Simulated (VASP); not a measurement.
# PbS (kn) (Fm-3m) in VASP: single point with PBEsol

Aim: the single point of PbS (kn) with PBEsol.

Program: VASP 6.6.1. These are calculated values, not measurements. Logs are shortened: lines on timing, memory, paths and dates and some standing lists are left out, and cuts for length are marked.

## Step 1: The cell of the first run

The structure is cubic, space group Fm-3m (No. 225). The conventional cell has a = 5.903 Å, b = 5.903 Å, c = 5.903 Å, α = 90.00°, β = 90.00°, γ = 90.00°. Within 3.9 Å of Pb (site symmetry m-3m) lie 6 S at 2.95 Å. Within 3.9 Å of S (site symmetry m-3m) lie 6 Pb at 2.95 Å.

## Step 2: Single point, PBEsol

INCAR reads:

```
SYSTEM = PbS
PREC     = Accurate       ! precision mode
ENCUT    = 500            ! plane-wave cutoff, eV
EDIFF    = 1E-6           ! SCF threshold, eV
ISMEAR   = 0              ! smearing method
SIGMA    = 0.02           ! smearing width, eV
LREAL    = .False.        ! projectors in reciprocal space
LASPH    = .True.         ! aspherical terms in the spheres
NELM     = 120            ! most SCF steps
ALGO     = Normal         ! electronic algorithm
ISIF     = 2              ! what is computed and relaxed
LWAVE    = .False.        ! write WAVECAR
LCHARG   = .False.        ! write CHGCAR
GGA      = PS             ! functional
NBANDS   = 17             ! bands
GGA_COMPAT= .False.
```

KPOINTS reads:

```
Automatic mesh
0
Gamma
  6 6 6
  0 0 0
```

POSCAR reads:

```
PbS
1.0
    0.0000000000      2.9516717171      2.9516717171
    2.9516717171      0.0000000000      2.9516717171
    2.9516717171      2.9516717171      0.0000000000
Pb S
1 1
Direct
    0.5000000000      0.5000000000      0.5000000000
    0.0000000000      0.0000000000      0.0000000000
```

Potentials or basis: VASP PAW PBE potentials, release 64 (Pb_d, S).

Run with:

```
cat potpaw_PBE.64/Pb_d/POTCAR potpaw_PBE.64/S/POTCAR > POTCAR
mpirun -np 1 vasp_std > vasp.out
```

OUTCAR:

```text
SYSTEM = PbS
   PREC = Accurate
   ENCUT = 500
   EDIFF = 1E-6
   ISMEAR = 0
   LREAL = .False.
   LASPH = .True.
   NELM = 120
   ISIF = 2
   GGA = PS

 ion  position               nearest neighbor table
   1  0.500  0.500  0.500-   2 2.95   2 2.95   2 2.95   2 2.95   2 2.95   2 2.95
   2  0.000  0.000  0.000-   1 2.95   1 2.95   1 2.95   1 2.95   1 2.95   1 2.95

  LATTYP: Found a face centered cubic cell.
 ALAT       =     5.9033434342

  Lattice vectors:

 A1 = (   0.0000000000,   2.9516717171,   2.9516717171)
 A2 = (   2.9516717171,   0.0000000000,   2.9516717171)
 A3 = (   2.9516717171,   2.9516717171,   0.0000000000)

Analysis of symmetry for initial positions (statically):
=====================================================================
 Subroutine PRICEL returns:
 Original cell was already a primitive cell.

 Routine SETGRP: Setting up the symmetry group for a
 face centered cubic supercell.

 Subroutine GETGRP returns: Found 48 space group operations
 (whereof 48 operations were pure point group operations)
 out of a pool of 48 trial point group operations.

The static configuration has the point symmetry O_h .

Analysis of symmetry for dynamics (positions and initial velocities):
=====================================================================
 Subroutine PRICEL returns:
 Original cell was already a primitive cell.

 Routine SETGRP: Setting up the symmetry group for a
 face centered cubic supercell.

 Subroutine GETGRP returns: Found 48 space group operations
 (whereof 48 operations were pure point group operations)
 out of a pool of 48 trial point group operations.

The dynamic configuration has the point symmetry O_h .

 Subroutine INISYM returns: Found 48 space group operations
 (whereof 48 operations are pure point group operations),
 and found     1 'primitive' translations

----------------------------------------------------------------------------------------

                                     Primitive cell

  volume of cell :      51.4321

  direct lattice vectors                    reciprocal lattice vectors
     0.000000000  2.951671717  2.951671717    -0.169395532  0.169395532  0.169395532
     2.951671717  0.000000000  2.951671717     0.169395532 -0.169395532  0.169395532
     2.951671717  2.951671717  0.000000000     0.169395532  0.169395532 -0.169395532

  length of vectors
     4.174294174  4.174294174  4.174294174     0.293401668  0.293401668  0.293401668

  position of ions in fractional coordinates (direct lattice)
     0.500000000  0.500000000  0.500000000
     0.000000000  0.000000000  0.000000000

  ion indices of the primitive-cell ions
   primitive index   ion index
                 1           1
                 2           2

----------------------------------------------------------------------------------------

 KPOINTS: Automatic mesh

Automatic generation of k-mesh.
 Grid dimensions read from file:
 generate k-points for:    6    6    6

 Generating k-lattice:

  Cartesian coordinates                     Fractional coordinates (reciprocal lattice)
    -0.028232589  0.028232589  0.028232589     0.166666667  0.000000000  0.000000000
     0.028232589 -0.028232589  0.028232589     0.000000000  0.166666667  0.000000000
     0.028232589  0.028232589 -0.028232589     0.000000000  0.000000000  0.166666667

  Length of vectors
     0.048900278  0.048900278  0.048900278

  Shift w.r.t. Gamma in fractional coordinates (k-lattice)
     0.000000000  0.000000000  0.000000000

 Subroutine IBZKPT returns following result:
 ===========================================

 Found     16 irreducible k-points:

 Following reciprocal coordinates:
            Coordinates               Weight
  0.000000  0.000000  0.000000      1.000000
  0.166667  0.000000  0.000000      8.000000
  0.333333  0.000000  0.000000      8.000000
  0.500000  0.000000  0.000000      4.000000
  0.166667  0.166667  0.000000      6.000000
  0.333333  0.166667  0.000000     24.000000
[... 8 lines left out ...]
 -0.333333  0.333333  0.166667     24.000000
 -0.333333  0.500000  0.166667     12.000000
   k-points           NKPTS =     16   k-points in BZ     NKDIM =     16   number of bands    NBANDS=     17
   number of dos      NEDOS =    301   number of ions     NIONS =      2
   total plane-waves  NPLWV =  27000
   dimension x,y,z NGX =    30 NGY =   30 NGZ =   30
   dimension x,y,z NGXF=    60 NGYF=   60 NGZF=   60
   ions per type =               1   1
   NGX,Y,Z   is equivalent  to a cutoff of  11.95, 11.95, 11.95 a.u.
   NGXF,Y,Z  is equivalent  to a cutoff of  23.90, 23.90, 23.90 a.u.
 SYSTEM =  PbS
   PREC   = accura    normal or accurate (medium, high low for compatibility)
   ISTART =      0    job   : 0-new  1-cont  2-samecut
   ICHARG =      2    charge: 1-file 2-atom 10-const
   ISPIN  =      1    spin polarized calculation?
   LNONCOLLINEAR =      F non collinear calculations
   LSORBIT =      F    spin-orbit coupling
   LASPH  =      T    aspherical Exc in radial PAW
   ENCUT  =  500.0 eV  36.75 Ry    6.06 a.u.   7.61  7.61  7.61*2*pi/ulx,y,z
   NELM   =    120;   NELMIN=  2; NELMDL= -5     # of ELM steps
   EDIFF  = 0.1E-05   stopping-criterion for ELM
   LREAL  =      F    real-space projection
   EDIFFG = 0.1E-04   stopping-criterion for IOM
   NSW    =      0    number of steps for IOM
   IBRION =     -1    ionic relax: 0-MD 1-quasi-New 2-CG
   NFREE  =      0    steps in history (QN), initial steepest desc. (CG)
   ISIF   =      2    stress and relaxation
   ISYM   =      2    0-nonsym 1-usesym 2-fastsym
   POTIM  = 0.5000    time-step for ionic-motion
   TEBEG  =    0.0;   TEEND  =   0.0 temperature during run
   PSTRESS=    0.0 pullay stress
   NELECT =      20.0000    total number of electrons
   NUPDOWN=      -1.0000    fix difference up-down
   EMIN   =  10.00;   EMAX   =-10.00  energy-range for DOS
   EFERMI =   0.00;   METHOD = LEGACY
   ISMEAR =     0;   SIGMA  =   0.02  broadening in eV -4-tet -1-fermi 0-gaus
   EFERMI_NEDOS =   21; number of points for ismear=-14 and -15
   IALGO  =     38    algorithm
   IMIX   =      4    mixing-type and parameters
     AMIX     =   0.40;   BMIX     =  1.00
     AMIX_MAG =   1.60;   BMIX_MAG =  1.00
  volume/ion in A,a.u.               =      25.72       173.54
  Fermi-wavevector in a.u.,A,eV,Ry     =   1.194924  2.258078 19.426973  1.427842
  Thomas-Fermi vector in A             =   2.330902
   LORBIT       =      0    0 simple, 1 ext, 2 COOP (PROOUT), +10 PAW based schemes
   GGA     = PS    functional components
   LHFCALC =     F    Hartree Fock is set to
   AEXX    =    0.0000 exact exchange contribution
   IVDW    =     0    specifies the selected vdW correction
   LEPSILON=     F    determine dielectric tensor
   LRPA    =     F    only Hartree local field effects (RPA)
 non-spin polarized calculation
 Gauss-broadening in eV      SIGMA  =   0.02
  energy-cutoff  :      500.00
  volume of cell :       51.43
 maximum number of plane-waves:      1315
   NGX = 15   NGY = 15   NGZ = 15

 number of electron      20.0000006 magnetization

 Free energy of the ion-electron system (eV)
  ---------------------------------------------------
  ext. energy  EPLUGINS =         0.00000000
  ---------------------------------------------------
  free energy    TOTEN  =        -9.45938453 eV

  energy without entropy =       -9.45938453  energy(sigma->0) =       -9.45938453

 E-fermi :   5.9773     XC(G=0):  -9.9550

 val. band max:        5.8919189809   @ k =   0.5000   0.0000   0.0000
 cond. band min:       6.0937304715   @ k =   0.5000   0.0000   0.0000
 fundamental gap:      0.2018114906
 Fermi energy:         5.9772860003

 k-point     1 :       0.0000    0.0000    0.0000
  band No.  band energies     occupation
      1     -10.8888      2.00000
      2     -10.8888      2.00000
      3     -10.8888      2.00000
      4     -10.8761      2.00000
      5     -10.8761      2.00000
      6      -7.8595      2.00000
[... 9 lines left out ...]
     16      12.4845      0.00000
     17      14.2783      0.00000

 k-point     2 :       0.1667    0.0000    0.0000
  band No.  band energies     occupation
      1     -10.8885      2.00000
      2     -10.8885      2.00000
      3     -10.8878      2.00000
      4     -10.8725      2.00000
      5     -10.8725      2.00000
      6      -7.6172      2.00000
[... 9 lines left out ...]
     16      13.1050      0.00000
     17      16.2205      0.00000

 k-point     3 :       0.3333    0.0000    0.0000
  band No.  band energies     occupation
      1     -10.9038      2.00000
      2     -10.9038      2.00000
      3     -10.8865      2.00000
      4     -10.8491      2.00000
      5     -10.8491      2.00000
      6      -6.9978      2.00000
[... 9 lines left out ...]
     16      14.5298      0.00000
     17      18.0822      0.00000

 k-point     4 :       0.5000    0.0000    0.0000
  band No.  band energies     occupation
      1     -10.9120      2.00000
      2     -10.9120      2.00000
      3     -10.8863      2.00000
      4     -10.8368      2.00000
      5     -10.8368      2.00000
      6      -6.5554      2.00000
[... 9 lines left out ...]
     16      15.9434      0.00000
     17      16.3727      0.00000
[... 183 lines left out ...]
      1     -10.9638      2.00000
      2     -10.8902      2.00000
      3     -10.8809      2.00000
      4     -10.8459      2.00000
      5     -10.8406      2.00000
      6      -6.5017      2.00000
[... 9 lines left out ...]
     16      16.4485      0.00000
     17      16.7956      0.00000

 k-point    15 :      -0.3333    0.3333    0.1667
  band No.  band energies     occupation
      1     -10.9758      2.00000
      2     -10.8861      2.00000
      3     -10.8685      2.00000
      4     -10.8651      2.00000
      5     -10.8306      2.00000
      6      -6.1830      2.00000
[... 9 lines left out ...]
     16      17.2397      0.00000
     17      17.5900      0.00000

 k-point    16 :      -0.3333    0.5000    0.1667
  band No.  band energies     occupation
      1     -11.0130      2.00000
      2     -10.8945      2.00000
      3     -10.8664      2.00000
      4     -10.8473      2.00000
      5     -10.8226      2.00000
      6      -6.0586      2.00000
[... 9 lines left out ...]
     16      17.7278      0.00000
     17      18.1255      0.00000

------------------------ aborting loop because EDIFF is reached ----------------------------------------

  FORCE on cell =-STRESS in cart. coord.  units (eV):
  Direction    XX          YY          ZZ          XY          YZ          ZX
  --------------------------------------------------------------------------------------
  -------------------------------------------------------------------------------------
  Total       -0.0308112     -0.0308112     -0.0308112      0.0000000      0.0000000      0.0000000
  in kB       -0.9598102     -0.9598102     -0.9598102      0.0000000      0.0000000      0.0000000
  external PRESSURE =      -0.9598102 kB  Pullay stress =       0.0000000 kB

 VOLUME and BASIS-vectors are now :
 -----------------------------------------------------------------------------
  energy-cutoff  :      500.00
  volume of cell :       51.43
      direct lattice vectors                 reciprocal lattice vectors
     0.000000000  2.951671717  2.951671717    -0.169395532  0.169395532  0.169395532
     2.951671717  0.000000000  2.951671717     0.169395532 -0.169395532  0.169395532
     2.951671717  2.951671717  0.000000000     0.169395532  0.169395532 -0.169395532

 POSITION                                       TOTAL-FORCE (eV/Angst)
 -----------------------------------------------------------------------------------
      2.95167      2.95167      2.95167         0.000000     -0.000000      0.000000
      0.00000      0.00000      0.00000         0.000000      0.000000      0.000000
 -----------------------------------------------------------------------------------
    total drift:                                0.000000      0.000000      0.000000

  FREE ENERGIE OF THE ION-ELECTRON SYSTEM (eV)
  ---------------------------------------------------
  free  energy   TOTEN  =        -9.4593845335 eV

  energy  without entropy=       -9.4593845335  energy(sigma->0) =       -9.45938453
```

It took 19 s on 1 thread of Intel Xeon 8259CL, shared host; peak memory 0.17 GiB.

What came out:

```yaml
Free_energy: -9.4594 eV
Pressure: -0.1 GPa
Band_gap_on_the_k_mesh: 0.20 eV, direct
```

Levels at points of the mesh, in eV from the valence-band top:
```tsv
k point	band 8	band 9	band 10	band 11	band 12	band 13
(0.00, 0.00, 0.00)	-2.26	-2.26	-2.26	5.19	5.19	5.19
(0.50, 0.00, 0.00)	-1.85	-1.85	0.00	0.20	1.85	1.85
(0.50, 0.50, 0.00)	-5.40	-3.58	-3.58	3.64	5.56	5.68
```

Caveat: the PAW data sets were made with another functional, which shifts forces and pressure a little; spin-orbit coupling is left out, which moves the levels of the heavy elements. A k mesh can miss the band edges.
